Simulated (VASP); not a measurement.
Input of a VASP 6.6.1 run:

The input INCAR:

```
ALGO = Normal
DIPOL = 0.5 0.5 0.500
EDIFF = 1E-6
ENCUT = 520
GGA = PE
IDIPOL = 3
ISIF = 2
ISMEAR = 0
LASPH = T
LCHARG = T
LDIPOL = T
LELF = T
LREAL = F
LVACPOTAV = T
LVHAR = T
LWAVE = F
NBANDS = 59
NELM = 80
PREC = Accurate
SIGMA = 0.1
```

Contents of KPOINTS:

```
k-points
0
Gamma
  9 9 1
```

File POSCAR:

```
Bi2Te3
1.0
    4.4688131177      0.0000000000      0.0000000000
   -2.2344065589      3.8701056847      0.0000000000
    0.0000000000      0.0000000000     32.4659178032
Bi Te
4 6
Direct
    0.6666666667      0.3333333333      0.2323053973
    0.0000000000      0.0000000000      0.4643436683
    0.3333333333      0.6666666667      0.5356564339
    0.6666666667      0.3333333333      0.7676946789
    0.0000000000      0.0000000000      0.2851464537
    0.3333333333      0.6666666667      0.3475973826
    0.6666666667      0.3333333333      0.4103142698
    0.6666666667      0.3333333333      0.5896857837
    0.0000000000      0.0000000000      0.6524026359
    0.3333333333      0.6666666667      0.7148535647
```

Potentials or basis: VASP PAW PBE potentials, release 64 (Bi_d, Te).

Run with:

```sh
$ cat potpaw_PBE.64/Bi_d/POTCAR potpaw_PBE.64/Te/POTCAR > POTCAR
$ mpirun -np 1 vasp_std > vasp.out
```

Problem. Predict the band gap on the k mesh.

Solution. Zero (bands 48 and 49 overlap by 0.23 eV).

Problem. Estimate the largest force.

Solution. 0.007 eV/Å.

Forces on the atoms (eV/Å):
```
Bi   0.000  0.000  0.004
Bi   0.000  0.000 -0.007
Bi   0.000  0.000  0.007
Bi   0.000  0.000 -0.004
Te   0.000  0.000  0.003
Te   0.000  0.000 -0.005
Te   0.000  0.000  0.001
Te   0.000  0.000 -0.001
Te   0.000  0.000  0.005
Te   0.000  0.000 -0.003
```

Caveat: spin-orbit coupling is left out, which moves the levels of the heavy elements.
